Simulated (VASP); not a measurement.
# TaN (rocksalt type) (Fm-3m) in VASP: single point with r2SCAN

Aim: the single point of TaN (rocksalt type) with r2SCAN.

All numbers are computed with VASP 6.6.1; they aren't measurements. Logs are shortened: lines on timing, memory, paths and dates and some standing lists are left out, and cuts for length are marked.

## Step 1: The cell of the first run

Symmetry: Fm-3m, No. 225, cubic system. The conventional cell has a = 4.396 Å, b = 4.396 Å, c = 4.396 Å, α = 90.00°, β = 90.00°, γ = 90.00°. Within 2.9 Å of Ta (site symmetry m-3m) lie 6 N at 2.20 Å. N (site symmetry m-3m) has 6 Ta at 2.20 Å within 2.9 Å.

## Step 2: Single point, r2SCAN

File POSCAR:

```
TaN
1.0
    0.0000000000      2.1980991538      2.1980991538
    2.1980991538      0.0000000000      2.1980991538
    2.1980991538      2.1980991538      0.0000000000
Ta N
1 1
Direct
    0.0000000000      0.0000000000      0.0000000000
    0.5000000000      0.5000000000      0.5000000000
```

File INCAR.step1:

```
SYSTEM = TaN
PREC = Accurate ; ENCUT = 520
ISMEAR = -1 ; SIGMA = 0.05
LREAL = .FALSE. ; LASPH = .TRUE.
NELM = 80 ; NBANDS = 15
GGA = PE ; ALGO = Normal
EDIFF = 1E-4 ; LWAVE = .TRUE.
LCHARG = .FALSE.
```

File INCAR.step2:

```
SYSTEM = TaN
PREC = Accurate ; ENCUT = 520
EDIFF = 1E-7 ; ISMEAR = -1
SIGMA = 0.05 ; LREAL = .FALSE.
LASPH = .TRUE. ; NELM = 80
ALGO = Normal ; ISIF = 2
LWAVE = .FALSE. ; LCHARG = .FALSE.
METAGGA = R2SCAN ; LMIXTAU = .TRUE.
NBANDS = 15 ; ISTART = 1
```

File KPOINTS:

```
Automatic mesh
0
G
  17 17 17
  0 0 0
```

Potentials or basis: VASP PAW PBE potentials, release 64 (Ta_pv, N).

On the command line:

```sh
$ cat potpaw_PBE.64/Ta_pv/POTCAR potpaw_PBE.64/N/POTCAR > POTCAR
$ cp INCAR.step1 INCAR
$ mpirun -np 1 vasp_std > vasp.out
$ cp INCAR.step2 INCAR
$ mpirun -np 1 vasp_std > vasp.out
```

OUTCAR:

```text
SYSTEM = TaN
   PREC = Accurate
   ENCUT = 520
   EDIFF = 1E-7
   ISMEAR = -1
   LREAL = .FALSE.
   LASPH = .TRUE.
   NELM = 80
   ISIF = 2
   METAGGA = R2SCAN
   ISTART = 1

 ion  position               nearest neighbor table
   1  0.000  0.000  0.000-   2 2.20   2 2.20   2 2.20   2 2.20   2 2.20   2 2.20
   2  0.500  0.500  0.500-   1 2.20   1 2.20   1 2.20   1 2.20   1 2.20   1 2.20

  LATTYP: Found a face centered cubic cell.
 ALAT       =     4.3961983076

  Lattice vectors:

 A1 = (   0.0000000000,   2.1980991538,   2.1980991538)
 A2 = (   2.1980991538,   0.0000000000,   2.1980991538)
 A3 = (   2.1980991538,   2.1980991538,   0.0000000000)

Analysis of symmetry for initial positions (statically):
=====================================================================
 Subroutine PRICEL returns:
 Original cell was already a primitive cell.

 Routine SETGRP: Setting up the symmetry group for a
 face centered cubic supercell.

 Subroutine GETGRP returns: Found 48 space group operations
 (whereof 48 operations were pure point group operations)
 out of a pool of 48 trial point group operations.

The static configuration has the point symmetry O_h .

Analysis of symmetry for dynamics (positions and initial velocities):
=====================================================================
 Subroutine PRICEL returns:
 Original cell was already a primitive cell.

 Routine SETGRP: Setting up the symmetry group for a
 face centered cubic supercell.

 Subroutine GETGRP returns: Found 48 space group operations
 (whereof 48 operations were pure point group operations)
 out of a pool of 48 trial point group operations.

The dynamic configuration has the point symmetry O_h .

 Subroutine INISYM returns: Found 48 space group operations
 (whereof 48 operations are pure point group operations),
 and found     1 'primitive' translations

----------------------------------------------------------------------------------------

                                     Primitive cell

  volume of cell :      21.2408

  direct lattice vectors                    reciprocal lattice vectors
     0.000000000  2.198099154  2.198099154    -0.227469265  0.227469265  0.227469265
     2.198099154  0.000000000  2.198099154     0.227469265 -0.227469265  0.227469265
     2.198099154  2.198099154  0.000000000     0.227469265  0.227469265 -0.227469265

  length of vectors
     3.108581635  3.108581635  3.108581635     0.393988325  0.393988325  0.393988325

  position of ions in fractional coordinates (direct lattice)
     0.000000000  0.000000000  0.000000000
     0.500000000  0.500000000  0.500000000

  ion indices of the primitive-cell ions
   primitive index   ion index
                 1           1
                 2           2

----------------------------------------------------------------------------------------

 KPOINTS: Automatic mesh

Automatic generation of k-mesh.
 Grid dimensions read from file:
 generate k-points for:   17   17   17

 Generating k-lattice:

  Cartesian coordinates                     Fractional coordinates (reciprocal lattice)
    -0.013380545  0.013380545  0.013380545     0.058823529  0.000000000  0.000000000
     0.013380545 -0.013380545  0.013380545     0.000000000  0.058823529  0.000000000
     0.013380545  0.013380545 -0.013380545     0.000000000  0.000000000  0.058823529

  Length of vectors
     0.023175784  0.023175784  0.023175784

  Shift w.r.t. Gamma in fractional coordinates (k-lattice)
     0.000000000  0.000000000  0.000000000

 Subroutine IBZKPT returns following result:
 ===========================================

 Found    165 irreducible k-points:

 Following reciprocal coordinates:
            Coordinates               Weight
  0.000000  0.000000  0.000000      1.000000
  0.058824  0.000000  0.000000      8.000000
  0.117647  0.000000  0.000000      8.000000
  0.176471  0.000000  0.000000      8.000000
  0.235294  0.000000  0.000000      8.000000
  0.294118  0.000000  0.000000      8.000000
[... 16 lines left out ...]
 -0.176471  0.058824  0.000000     24.000000
 -0.117647  0.058824  0.000000     24.000000
 [... further k-points ...]
   k-points           NKPTS =    165   k-points in BZ     NKDIM =    165   number of bands    NBANDS=     15
   number of dos      NEDOS =    301   number of ions     NIONS =      2
   total plane-waves  NPLWV =  13824
   dimension x,y,z NGX =    24 NGY =   24 NGZ =   24
   dimension x,y,z NGXF=    48 NGYF=   48 NGZF=   48
   ions per type =               1   1
   NGX,Y,Z   is equivalent  to a cutoff of  12.84, 12.84, 12.84 a.u.
   NGXF,Y,Z  is equivalent  to a cutoff of  25.67, 25.67, 25.67 a.u.
 SYSTEM =  TaN
   PREC   = accura    normal or accurate (medium, high low for compatibility)
   ISTART =      1    job   : 0-new  1-cont  2-samecut
   ICHARG =      0    charge: 1-file 2-atom 10-const
   ISPIN  =      1    spin polarized calculation?
   LNONCOLLINEAR =      F non collinear calculations
   LSORBIT =      F    spin-orbit coupling
   LASPH  =      T    aspherical Exc in radial PAW
   ENCUT  =  520.0 eV  38.22 Ry    6.18 a.u.   5.78  5.78  5.78*2*pi/ulx,y,z
   NELM   =     80;   NELMIN=  2; NELMDL=  0     # of ELM steps
   EDIFF  = 0.1E-06   stopping-criterion for ELM
   LREAL  =      F    real-space projection
   EDIFFG = 0.1E-05   stopping-criterion for IOM
   NSW    =      0    number of steps for IOM
   IBRION =     -1    ionic relax: 0-MD 1-quasi-New 2-CG
   NFREE  =      0    steps in history (QN), initial steepest desc. (CG)
   ISIF   =      2    stress and relaxation
   ISYM   =      2    0-nonsym 1-usesym 2-fastsym
   POTIM  = 0.5000    time-step for ionic-motion
   TEBEG  =    0.0;   TEEND  =   0.0 temperature during run
   PSTRESS=    0.0 pullay stress
   NELECT =      16.0000    total number of electrons
   NUPDOWN=      -1.0000    fix difference up-down
   EMIN   =  10.00;   EMAX   =-10.00  energy-range for DOS
   EFERMI =   0.00;   METHOD = LEGACY
   ISMEAR =    -1;   SIGMA  =   0.05  broadening in eV -4-tet -1-fermi 0-gaus
   EFERMI_NEDOS =   21; number of points for ismear=-14 and -15
   IALGO  =     38    algorithm
   IMIX   =      4    mixing-type and parameters
     AMIX     =   0.40;   BMIX     =  1.00
     AMIX_MAG =   1.60;   BMIX_MAG =  1.00
  volume/ion in A,a.u.               =      10.62        71.67
  Fermi-wavevector in a.u.,A,eV,Ry     =   1.489558  2.814857 30.188394  2.218784
  Thomas-Fermi vector in A             =   2.602452
   LORBIT       =      0    0 simple, 1 ext, 2 COOP (PROOUT), +10 PAW based schemes
   METAGGA = R2SCAN    functional components
   LHFCALC =     F    Hartree Fock is set to
   AEXX    =    0.0000 exact exchange contribution
   IVDW    =     0    specifies the selected vdW correction
   LEPSILON=     F    determine dielectric tensor
   LRPA    =     F    only Hartree local field effects (RPA)
 non-spin polarized calculation
  energy-cutoff  :      520.00
  volume of cell :       21.24
 maximum number of plane-waves:       584
   NGX = 11   NGY = 11   NGZ = 11

 number of electron      16.0000002 magnetization

 Free energy of the ion-electron system (eV)
  ---------------------------------------------------
  ext. energy  EPLUGINS =         0.00000000
  ---------------------------------------------------
  free energy    TOTEN  =       -59.63106936 eV

  energy without entropy =      -59.62564222  energy(sigma->0) =      -59.62835579

 E-fermi :   9.6097     XC(G=0): -14.4637

 val. band max:        9.5729196898   @ k =  -0.2353   0.2941   0.0588
 cond. band min:       9.6138779759   @ k =  -0.2941   0.2353   0.0588
 fundamental gap:      0.0409582862
 Fermi energy:         9.6096877570

 k-point     1 :       0.0000    0.0000    0.0000
  band No.  band energies     occupation
      1     -27.5261      2.00000
      2     -27.5261      2.00000
      3     -27.5261      2.00000
      4     -10.3988      2.00000
      5       5.4764      2.00000
      6       5.4764      2.00000
      7       5.4764      2.00000
      8       7.4549      2.00000
      9       7.4549      2.00000
     10       7.4549      2.00000
     11       9.7548      0.10409
     12       9.7548      0.10409
     13      11.4127      0.00000
     14      19.1775      0.00000
     15      19.6066      0.00000

 k-point     2 :       0.0588    0.0000    0.0000
  band No.  band energies     occupation
      1     -27.5584      2.00000
      2     -27.5289      2.00000
      3     -27.5289      2.00000
      4     -10.3134      2.00000
      5       5.0195      2.00000
      6       5.1737      2.00000
      7       5.1737      2.00000
      8       7.5975      2.00000
      9       7.5975      2.00000
     10       7.6568      2.00000
     11      10.1068      0.00010
     12      10.1068      0.00010
     13      11.6789      0.00000
     14      19.1775      0.00000
     15      19.8727      0.00000

 k-point     3 :       0.1176    0.0000    0.0000
  band No.  band energies     occupation
      1     -27.6500      2.00000
      2     -27.5370      2.00000
      3     -27.5370      2.00000
      4     -10.0657      2.00000
      5       4.0455      2.00000
      6       4.5153      2.00000
      7       4.5153      2.00000
      8       7.9394      2.00000
      9       7.9394      2.00000
     10       7.9863      2.00000
     11      10.9894      0.00000
     12      10.9894      0.00000
     13      12.3735      0.00000
     14      19.1773      0.00000
     15      20.6137      0.00000
[... 343 lines left out ...]
 k-point    23 :      -0.1765    0.0588    0.0000
  band No.  band energies     occupation
      1     -27.8439      2.00000
      2     -27.5843      2.00000
      3     -27.5430      2.00000
      4      -9.4754      2.00000
      5       2.3758      2.00000
      6       3.3024      2.00000
      7       3.7792      2.00000
      8       8.3455      2.00000
      9       8.3806      2.00000
     10       9.2768      1.99743
     11      11.6890      0.00000
     12      13.2673      0.00000
     13      13.9432      0.00000
     14      19.1770      0.00000
     15      22.1398      0.00000

 k-point    24 :      -0.1176    0.0588    0.0000
  band No.  band energies     occupation
      1     -27.7041      2.00000
      2     -27.5654      2.00000
      3     -27.5327      2.00000
      4      -9.8865      2.00000
      5       3.4106      2.00000
      6       3.9805      2.00000
      7       4.4466      2.00000
      8       7.8852      2.00000
      9       8.0898      2.00000
     10       8.6536      2.00000
     11      10.7135      0.00000
     12      12.0335      0.00000
     13      12.9926      0.00000
     14      19.1773      0.00000
     15      21.1392      0.00000

 [... further k-points ...]
[... 5 lines left out ...]
  --------------------------------------------------------------------------------------
  -------------------------------------------------------------------------------------
  Total        0.2558790      0.2558790      0.2558790      0.0000000      0.0000000      0.0000000
  in kB       19.3007154     19.3007154     19.3007154      0.0000000      0.0000000      0.0000000
  external PRESSURE =      19.3007154 kB  Pullay stress =       0.0000000 kB

 VOLUME and BASIS-vectors are now :
 -----------------------------------------------------------------------------
  energy-cutoff  :      520.00
  volume of cell :       21.24
      direct lattice vectors                 reciprocal lattice vectors
     0.000000000  2.198099154  2.198099154    -0.227469265  0.227469265  0.227469265
     2.198099154  0.000000000  2.198099154     0.227469265 -0.227469265  0.227469265
     2.198099154  2.198099154  0.000000000     0.227469265  0.227469265 -0.227469265

 POSITION                                       TOTAL-FORCE (eV/Angst)
 -----------------------------------------------------------------------------------
      0.00000      0.00000      0.00000        -0.000000      0.000000     -0.000000
      2.19810      2.19810      2.19810         0.000000     -0.000000      0.000000
 -----------------------------------------------------------------------------------
    total drift:                                0.000000     -0.000000     -0.000000

  FREE ENERGIE OF THE ION-ELECTRON SYSTEM (eV)
  ---------------------------------------------------
  free  energy   TOTEN  =       -59.6310693613 eV

  energy  without entropy=      -59.6256422179  energy(sigma->0) =      -59.62835579
```

Wall time 58 s (1 thread of Intel Xeon 6975P-C (Granite Rapids), shared host); peak memory 0.18 GiB.

Results:

```
Free energy            : -59.6311 eV
Pressure               : 1.9 GPa
Band gap on the k mesh : zero (bands 8 and 9 overlap by 4.04 eV)
```

Caveat: the PAW data sets were made with another functional, which shifts forces and pressure a little; spin-orbit coupling is left out, which moves the levels of the heavy elements.

The gap in the log of VASP goes by the Fermi energy; the results here count the filled bands.